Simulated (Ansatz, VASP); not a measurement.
**B in VASP and in Ansatz**

```
CELL_PARAMETERS angstrom
2.97391 0.00000 0.00000
0.00000 2.97391 0.00000
0.00000 0.00000 2.78585
ATOMIC_POSITIONS crystal
B 0.80276 0.19724 0.00000
B 0.19724 0.80276 0.00000
B 0.30276 0.30276 0.50000
B 0.69724 0.69724 0.50000
```

Alike in both runs: task relaxation of cell and atoms; functional PBE; k mesh 16 × 16 × 16; occupations gaussian, width 0.1 eV; no spin polarisation.

|  | VASP | Ansatz |
| --- | --- | --- |
| version | VASP 6.6.1 | Ansatz 0.2.0 |
| potentials or method | VASP PAW PBE potentials, release 64 (B), cutoff 600 eV | scalar-relativistic, plane waves, PAW |
| valence electrons in the cell | 12 | 12 |

Ansatz gave:

* gap on the k mesh at the Fermi level, each at its own relaxed structure (eV): none
* relaxed volume (Å³/atom): 6.16
* relaxed cell length with the largest relative difference (Å): 2.779

Task: Which values does VASP return?

Result: gap on the k mesh at the Fermi level, each at its own relaxed structure (eV): none; relaxed volume (Å³/atom): 6.16; relaxed cell length with the largest relative difference (Å): 2.778.

A gap of «none» marks a metal or a gap that the smearing closes.
